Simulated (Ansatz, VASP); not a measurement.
# One calculation of FeSi, two programs

```
Fe Si
1.0
     4.46576    0.00000    0.00000
     0.00000    4.46576    0.00000
     0.00000    0.00000    4.46576
Fe Si
4 4
Cartesian
  0.6073 0.6073 0.6073
  1.6256 3.8585 2.8402
  2.8402 1.6256 3.8585
  3.8585 2.8402 1.6256
  3.7544 3.7544 3.7544
  2.9442 0.7113 1.5215
  1.5215 2.9442 0.7113
  0.7113 1.5215 2.9442
```

Alike in both runs: task relaxation of cell and atoms; functional PBE; k mesh 8 × 8 × 8; occupations gaussian, width 0.01 eV; no spin polarisation.

```csv
,VASP,Ansatz
version,VASP 6.6.1,Ansatz 0.2.0
potentials or method,"VASP PAW PBE potentials, release 64 (Fe, Si), cutoff 600 eV","scalar-relativistic, all-electron LAPW"
```

Ansatz gave:

- gap on the k mesh at the Fermi level, each at its own relaxed structure (eV): 0.17
- relaxed volume (Å³/atom): 11.00
- relaxed length of the cell vector where the two differ most in proportion (Å): 4.448

Problem. Which values does VASP return?

Solution. gap on the k mesh at the Fermi level, each at its own relaxed structure (eV): 0.16; relaxed volume (Å³/atom): 11.00; relaxed length of the cell vector where the two differ most in proportion (Å): 4.448.

Ansatz ran all-electron here, and VASP with PAW potentials.
